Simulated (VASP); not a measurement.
Input of a VASP 6.6.1 run:

Contents of INCAR:

```
SYSTEM = Co
PREC = Accurate
ENCUT = 520
EDIFF = 1E-6
ISMEAR = -1
SIGMA = 0.05
LREAL = .FALSE.
LASPH = .TRUE.
NELM = 150
ALGO = Normal
ISIF = 2
LWAVE = .FALSE.
LCHARG = .FALSE.
ISPIN = 2
MAGMOM = 1 1
LORBIT = 11
NUPDOWN = 2.0
LMAXMIX = 4
GGA = PE
NBANDS = 20
```

Contents of KPOINTS:

```
regular mesh
0
G
  12 12 7
  0 0 0
```

Contents of POSCAR:

```
Co
1.0
    2.4719999032      0.0000000000      0.0000000000
   -1.2359999516      2.1408147143      0.0000000000
    0.0000000000      0.0000000000      4.0211440800
Co
2
Direct
    0.6666666667      0.3333333333      0.7500000000
    0.3333333333      0.6666666667      0.2500000000
```

Potentials or basis: VASP PAW PBE potentials, release 64 (Co).

The run is started by

```console
$ cat potpaw_PBE.64/Co/POTCAR > POTCAR
$ mpirun -np 1 vasp_std > vasp.out
```

(1) Predict the pressure.

## Answers

(1) -3.3 GPa.

Caveat: the total moment is fixed, so each spin has its own Fermi level.
